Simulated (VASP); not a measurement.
Wanted: the native input for a VASP 6.6.1 run.

| Property | Result |
| --- | --- |
| Task | single point |
| Functional | r2SCAN |
| Potentials or basis | VASP PAW PBE potentials, release 64 (Sn_d) |
| Cutoff | 520 eV |
| k mesh | 14 × 14 × 14 |
| Occupations | gaussian, width 0.15 eV |
| Spin | no spin polarisation |
| Dipole correction | no |
| Further INCAR settings | ALGO = Normal; EDIFF = 1e-06; NBANDS = 21 |

Crystal: Sn.

```
CELL_PARAMETERS angstrom
0.00000 3.42627 2.91233
3.42627 0.00000 2.91233
3.42627 3.42627 0.00000
ATOMIC_POSITIONS crystal
Sn 0.50000 0.50000 0.50000
Sn 0.75000 0.75000 0.75000
```

This cell differs from its parent crystal: ratio of the length along z to the lengths across it x 0.85, volume and fractional coordinates fixed.

The input as run:

POSCAR

```
Sn
1.0
    0.0000000000      3.4262734383      2.9123324225
    3.4262734383      0.0000000000      2.9123324225
    3.4262734383      3.4262734383      0.0000000000
Sn
2
Direct
    0.5000000000      0.5000000000      0.5000000000
    0.7500000000      0.7500000000      0.7500000000
```

INCAR.step1

```
PREC     = Accurate       # precision mode
ENCUT    = 520            # plane-wave cutoff, eV
ISMEAR   = 0              # smearing method
SIGMA    = 0.15           # smearing width, eV
LREAL    = F              # projectors in reciprocal space
LASPH    = T              # aspherical terms in the spheres
NELM     = 100            # most SCF steps
NBANDS   = 21             # bands
GGA      = PE             # functional
ALGO     = Normal         # electronic algorithm
EDIFF    = 1E-4           # SCF threshold, eV
LWAVE    = T              # write WAVECAR
LCHARG   = F              # write CHGCAR
```

INCAR.step2

```
PREC     = Accurate       # precision mode
ENCUT    = 520            # plane-wave cutoff, eV
EDIFF    = 1E-6           # SCF threshold, eV
ISMEAR   = 0              # smearing method
SIGMA    = 0.15           # smearing width, eV
LREAL    = F              # projectors in reciprocal space
LASPH    = T              # aspherical terms in the spheres
NELM     = 100            # most SCF steps
ALGO     = Normal         # electronic algorithm
ISIF     = 2              # what is computed and relaxed
LWAVE    = F              # write WAVECAR
LCHARG   = T              # write CHGCAR
METAGGA  = R2SCAN         # meta-GGA
LMIXTAU  = T            
LELF     = T              # ELF
LVHAR    = T            
NBANDS   = 21             # bands
ISTART   = 1
```

KPOINTS

```
Automatic mesh
0
Gamma
  14 14 14
```

Potentials or basis: VASP PAW PBE potentials, release 64 (Sn_d).

Launch:

```bash
$ cat potpaw_PBE.64/Sn_d/POTCAR > POTCAR
$ cp INCAR.step1 INCAR
$ mpirun -np 1 vasp_std > vasp.out
$ cp INCAR.step2 INCAR
$ mpirun -np 1 vasp_std > vasp.out
```

Results of the run:

```yaml
Pressure: 1.3 GPa
Band_gap_on_the_k_mesh: zero (band 14 reaches 5.86 eV, above the bottom of band 15 at 5.42 eV)
```

Caveat: the PAW data sets were made with another functional, which shifts forces and pressure a little; spin-orbit coupling is left out, which moves the levels of the heavy elements.

Wall time 10 min on 1 thread of Intel(R) Xeon(R) Platinum 8124M CPU @ 3.00GHz (Skylake/Cascade Lake), with other jobs on the host, peak memory 0.41 GiB.
